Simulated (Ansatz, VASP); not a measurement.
# ScH5: VASP beside Ansatz

Contents of INCAR:

```
SYSTEM = ScH5
ALGO = Normal
EDIFF = 1E-7
EDIFFG = -0.04
ENCUT = 600
GGA = PE
IBRION = 2
ISIF = 3
ISMEAR = 0
LASPH = .TRUE.
LCHARG = .FALSE.
LREAL = .FALSE.
LWAVE = .FALSE.
NELM = 100
NSW = 90
PREC = Accurate
SIGMA = 0.1
```

Contents of KPOINTS:

```
k-points
0
G
  6 6 4
  0 0 0
```

Contents of POSCAR:

```
ScH5
1.0
    3.6811963700      0.0000000000      0.0000000000
   -1.8405981800      3.1880095700      0.0000000000
    0.0000000000      0.0000000000      4.0811325100
Sc H
1 5
Direct
    0.0000000000      0.0000000000      0.5000000000
    0.3333333300      0.6666666700      0.7388617400
    0.6666666700      0.3333333300      0.7388617400
    0.6666666700      0.3333333300      0.2611382600
    0.3333333300      0.6666666700      0.2611382600
    0.0000000000      0.0000000000      0.0000000000
```

Input for Ansatz:

```yaml
crystal:
  lattice:
    - [3.68119637, 0.0, 0.0]
    - [-1.84059818, 3.18800957, 0.0]
    - [0.0, 0.0, 4.08113251]
  atoms:
    - { symbol: Sc, position: [0.0, 0.0, 0.5] }
    - { symbol: H, position: [0.33333333, 0.66666667, 0.73886174] }
    - { symbol: H, position: [0.66666667, 0.33333333, 0.73886174] }
    - { symbol: H, position: [0.66666667, 0.33333333, 0.26113826] }
    - { symbol: H, position: [0.33333333, 0.66666667, 0.26113826] }
    - { symbol: H, position: [0.0, 0.0, 0.0] }
basis:
  ecutwfc: 420
kpoints:
  mp_grid: { grid: [6, 6, 4] }
hamiltonian:
  xc: pbe
scf:
  occupations: { method: gaussian, width: 0.1 }
  lower_state_search: "off"
output:
  forces: true
  stress: true
  eigenvalues: true
relax:
  adjacent_minimum: "off"
  f_tol: 0.04
  max_steps: 70
  cell: { stress_tol: 0.4 }
```

Alike in both runs: task relaxation of cell and atoms; functional PBE; k mesh 6 × 6 × 4; occupations gaussian, width 0.1 eV; no spin polarisation.

|  | VASP | Ansatz |
| --- | --- | --- |
| version | VASP 6.6.1 | Ansatz 0.2.0 |
| potentials or method | VASP PAW PBE potentials, release 64 (Sc_sv, H), cutoff 600 eV | scalar-relativistic, plane waves, PAW |
| valence electrons in the cell | 16 | 16 |

Ansatz gave:

* gap on the k mesh at the Fermi level, each at its own relaxed structure (eV): none
* relaxed volume (Å³/atom): 6.72
* relaxed cell length with the largest relative difference (Å): 3.997

Task: Estimate VASP's values.

Result: gap on the k mesh at the Fermi level, each at its own relaxed structure (eV): none; relaxed volume (Å³/atom): 6.71; relaxed cell length with the largest relative difference (Å): 3.979.

A gap of «none» marks a metal or a gap that the smearing closes.

The k mesh is coarse, so the values compare programs but aren't converged. Noted on VASP's run: the volume moved by over 15 % at a fixed basis, so the end points are rough.
